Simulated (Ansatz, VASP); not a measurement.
TePb in VASP and in Ansatz

INCAR

```
SYSTEM = TePb
PREC = Accurate
ENCUT = 520
EDIFF = 1E-6
ISMEAR = -1
SIGMA = 0.02
LREAL = .FALSE.
LASPH = .TRUE.
NELM = 60
ALGO = Normal
ISIF = 2
LWAVE = .FALSE.
LCHARG = .TRUE.
GGA = PE
LELF = .TRUE.
LVHAR = .TRUE.
NBANDS = 17
```

Contents of KPOINTS:

```
regular mesh
0
G
  8 8 8
  0 0 0
```

Contents of POSCAR:

```
TePb
1.0
    0.0000000000      3.2351584803      3.2351584803
    3.2351584803      0.0000000000      3.2351584803
    3.2351584803      3.2351584803      0.0000000000
Pb Te
1 1
Direct
    0.0000000000      0.0000000000      0.0000000000
    0.5000000000      0.5000000000      0.5000000000
```

Input for Ansatz:

```yaml
crystal:
  lattice:
    - [0.0, 3.2351584803, 3.2351584803]
    - [3.2351584803, 0.0, 3.2351584803]
    - [3.2351584803, 3.2351584803, 0.0]
  atoms:
    - { symbol: Pb, position: [0.0, 0.0, 0.0] }
    - { symbol: Te, position: [0.5, 0.5, 0.5] }
kpoints:
  mp_grid: { grid: [8, 8, 8] }
  band_path:
    path:
      - [0.0, 0.0, 0.0]
      - [0.5, 0.0, 0.5]
      - [0.625, 0.25, 0.625]
      - [0.375, 0.375, 0.75]
      - [0.5, 0.5, 0.5]
      - [0.5, 0.25, 0.75]
      - [0.0, 0.0, 0.5]
    npoints: 1
hamiltonian:
  xc: pbe
scf:
  occupations: { method: fermi_dirac, width: 0.02 }
  n_extra_bands: 4
output:
  forces: true
  stress: true
  eigenvalues: true
  write_density: true
  write_potential: true
  elf: true
  volumetric_format: npy
```

Change from the starting cell: hydrostatic strain -1.0%.

Alike in both runs: task single point; functional PBE; k mesh 8 × 8 × 8; occupations fermi-dirac, width 0.02 eV; no spin polarisation.

```csv
,VASP,Ansatz
version,VASP 6.6.1,Ansatz 0.2.0
potentials or method,"VASP PAW PBE potentials, release 64 (Pb_d, Te)","plane waves, PAW"
plane-wave cutoff (eV),520,420
valence electrons in the cell,20,30
```

Ansatz gave:

| Property | Result |
| --- | --- |
| gap on the k mesh at the Fermi level (eV) | 0.74 |
| pressure (GPa) | 2.0 |

Task: What did VASP give for the same quantities?

Result: gap on the k mesh at the Fermi level (eV): 0.74; pressure (GPa): 1.9.

The functional is the same, so the differences come from potentials, cutoffs and numerics. VASP's potentials hold 20 valence electrons a cell and Ansatz's 30, so a difference there can come from the potentials and not from the codes.

Spin-orbit coupling is off throughout.
